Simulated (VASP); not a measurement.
## TiB2: single point with PBE+D3(BJ)

The system is TiB2.

```
CELL_PARAMETERS angstrom
3.00373 0.00000 0.00000
-1.50186 2.60130 0.00000
0.00000 0.00000 3.18166
ATOMIC_POSITIONS crystal
Ti 0.00000 0.00000 0.00000
B 0.33333 0.66667 0.50000
B 0.66667 0.33333 0.50000
```

```json
{
  "Program": "VASP 6.6.1",
  "Task": "single point",
  "Functional": "PBE",
  "Dispersion": "D3(BJ)",
  "Potentials or basis": "VASP PAW PBE potentials, release 64 (Ti_sv, B)",
  "Cutoff": "520 eV",
  "k mesh": "18 × 18 × 14",
  "Occupations": "gaussian, width 0.1 eV",
  "Spin": "no spin polarisation"
}
```

```json
{
  "Pressure": "0.2 GPa",
  "Band gap on the k mesh": "zero (bands 9 and 10 overlap by 0.63 eV)",
  "Dispersion energy per atom": "-0.433 eV"
}
```

Levels at points of the mesh, in eV from the Fermi level:
```tsv
k point	band 7	band 8	band 9	band 10	band 11	band 12
(0.00, 0.00, 0.00)	-2.76	-2.32	-2.22	1.94	1.94	3.79
(0.50, 0.00, 0.00)	-3.38	-3.32	-2.40	1.36	2.80	3.31
(0.00, 0.00, 0.50)	-0.63	-0.63	-0.27	-0.27	0.41	0.41
(0.50, 0.00, 0.50)	-4.83	-3.98	-3.21	2.59	3.00	4.68
```

Wall time 52 s on 1 thread of Intel(R) Xeon(R) Platinum 8488C (Sapphire Rapids), with other jobs on the host, peak memory 0.24 GiB.
